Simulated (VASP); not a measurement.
A run of VASP 6.6.1 is set up as follows.

The input INCAR:

```
PREC = Accurate ; ENCUT = 520
EDIFF = 1E-6 ; ISMEAR = 0
SIGMA = 0.1 ; LREAL = False
LASPH = True ; NELM = 100
ALGO = Normal ; ISIF = 2
LWAVE = False ; LCHARG = True
GGA = PE ; LELF = True
LVHAR = True ; NBANDS = 23
```

File KPOINTS:

```
Automatic mesh
0
Gamma
  6 6 4
```

Contents of POSCAR:

```
ScWF
1.0
    3.9168255800      0.0000000000      0.0000000000
   -1.9584127900      3.3920704600      0.0000000000
    0.0000000000      0.0000000000      3.9069452700
Sc W F
1 1 1
Direct
    0.0000000000      0.0000000000      0.0000000000
    0.6666666700      0.3333333300      0.5000000000
    0.3333333300      0.6666666700      0.5000000000
```

Potentials or basis: VASP PAW PBE potentials, release 64 (Sc_sv, W_sv, F).

The run is started by

```bash
$ cat potpaw_PBE.64/Sc_sv/POTCAR potpaw_PBE.64/W_sv/POTCAR potpaw_PBE.64/F/POTCAR > POTCAR
$ mpirun -np 1 vasp_std > vasp.out
```

Predict the band gap on the k mesh.

zero (band 16 reaches 5.96 eV, above the bottom of band 17 at 5.60 eV).

Predict the pressure.

-2.3 GPa.

Stress tensor (GPa, compression positive):
```
-4.44  0.00  0.00
 0.00 -4.44  0.00
 0.00  0.00  1.84
```

Caveat: the k points lie up to 0.40 Å⁻¹ apart; spin-orbit coupling is left out, which moves the levels of the heavy elements.
